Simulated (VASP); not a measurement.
Runs of VASP 6.6.1 on Ir. The structure is that of space group Fd-3m (No. 227), or close to it. The cells are those of the table. 

```csv
cell,k mesh,gap on the mesh (eV),pressure (GPa)
"a = 3.949 Å, angles 60.0°, 2 atoms",14 × 14 × 14,none,(a)
"a = 3.937 Å, angles 60.0°, 2 atoms",15 × 15 × 15,none,-0.3
"a = 3.936 Å, angles 60.0°, 2 atoms",14 × 14 × 14,none,-0.3
"a = 3.923 Å, angles 60.0°, 2 atoms",15 × 15 × 15,none,1.6
```

Alike in all rows: task single point; level PBE; potentials or basis VASP PAW PBE potentials, release 64 (Ir); no spin polarisation; cutoff (eV) 520; smearing fermi-dirac 0.05 eV.

**Question.** Estimate the missing entries.

**Answer.** (a) -2.1.

Caveats: spin-orbit coupling is left out, which moves the levels of the heavy elements.

A k mesh can miss the band edges, and the runs leave out spin-orbit coupling on Ir.

A gap of «none» marks levels without a gap at the run's occupations.
